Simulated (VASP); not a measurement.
A run of VASP 6.6.1:

INCAR

```
SYSTEM = ScIn
ALGO = Normal
EDIFF = 1E-6
ENCUT = 500
GGA = PS
GGA_COMPAT = .FALSE.
ISIF = 2
ISMEAR = 1
LASPH = .TRUE.
LCHARG = .TRUE.
LELF = .TRUE.
LREAL = .FALSE.
LVHAR = .TRUE.
LWAVE = .FALSE.
NBANDS = 19
NELM = 120
PREC = Accurate
SIGMA = 0.1
```

The input KPOINTS:

```
k-points
0
G
  6 6 4
  0 0 0
```

File POSCAR:

```
ScIn
1.0
    3.1641257573      0.0000000000      0.0000000000
    0.0000000000      3.1641257573      0.0000000000
    0.0000000000      0.0000000000      4.2990561674
Sc In
1 1
Direct
    0.0000000000      0.0000000000      0.0000000000
    0.5000000000      0.5000000000      0.5000000000
```

Potentials or basis: VASP PAW PBE potentials, release 64 (Sc_sv, In_d).

The run is started by

```bash
$ cat potpaw_PBE.64/Sc_sv/POTCAR potpaw_PBE.64/In_d/POTCAR > POTCAR
$ mpirun -np 1 vasp_std > vasp.out
```

Hardware: 1 thread of Intel Xeon 8259CL (shared host).

Task: Estimate the wall time of this run.

Result: Run time: 25 s on 1 thread of Intel Xeon 8259CL (shared host), peak memory 0.16 GiB. Counts: scf iterations 12, k points 30.
